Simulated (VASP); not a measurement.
# GeSb4Te7: single point with PBE

GeSb4Te7:

```
Ge Sb Te
1.0
     4.30414    0.00000    0.00000
    -2.15207    3.72750    0.00000
     0.00000    0.00000   24.01306
Ge Sb Te
1 4 7
Direct
  0.00000 0.00000 0.50000
  0.66667 0.33333 0.91710
  0.33333 0.66667 0.34593
  0.33333 0.66667 0.08290
  0.66667 0.33333 0.65407
  0.33333 0.66667 0.84575
  0.66667 0.33333 0.15425
  0.00000 0.00000 0.72519
  0.66667 0.33333 0.42977
  0.33333 0.66667 0.57023
  0.00000 0.00000 0.00000
  0.00000 0.00000 0.27481
```

- Program: VASP 6.6.1
- Task: single point
- Functional: PBE
- Potentials or basis: VASP PAW PBE potentials, release 64 (Ge_d, Sb, Te)
- Cutoff: 500 eV
- k mesh: 12 × 12 × 2
- Occupations: gaussian, width 0.02 eV
- Spin: no spin polarisation
- Dipole correction: no
- Further INCAR settings: ALGO = Normal; EDIFF = 1e-06; NBANDS = 50

- Pressure: 0.6 GPa
- Largest force: 0.025 eV/Å
- Band gap on the k mesh: 0.21 eV

Forces on the atoms (eV/Å):
```
Ge   0.000  0.000  0.000
Sb   0.000  0.000  0.025
Sb   0.000  0.000  0.024
Sb   0.000  0.000 -0.025
Sb   0.000  0.000 -0.024
Te   0.000  0.000 -0.016
Te   0.000  0.000  0.016
Te   0.000  0.000  0.013
Te   0.000  0.000 -0.010
Te   0.000  0.000  0.010
Te   0.000  0.000  0.000
Te   0.000  0.000 -0.013
```

Levels at points of the mesh, in eV from the valence-band top:
```csv
k point,band 35,band 36,band 37,band 38,band 39,band 40,band 41,band 42
"(0.00, 0.00, 0.00)",-1.23,-1.21,-0.35,-0.13,0.40,0.44,0.46,0.46
"(0.50, 0.00, 0.00)",-1.46,-1.41,-1.06,-0.97,0.74,0.75,1.00,1.13
"(0.00, 0.00, 0.50)",-1.19,-1.05,-0.42,0.00,0.21,0.37,0.37,0.58
"(0.50, 0.00, 0.50)",-1.62,-1.27,-1.07,-0.62,0.37,0.61,0.80,1.10
```

Run time: 29 min on 1 thread of Oxide Virtual Turin-like Processor (shared host), peak memory 0.79 GiB.

Caveat: spin-orbit coupling is left out, which moves the levels of the heavy elements; this functional lacks dispersion, which binds layers or chains, so the pressure and a relaxed spacing across them are unreliable. A k mesh can miss the band edges.
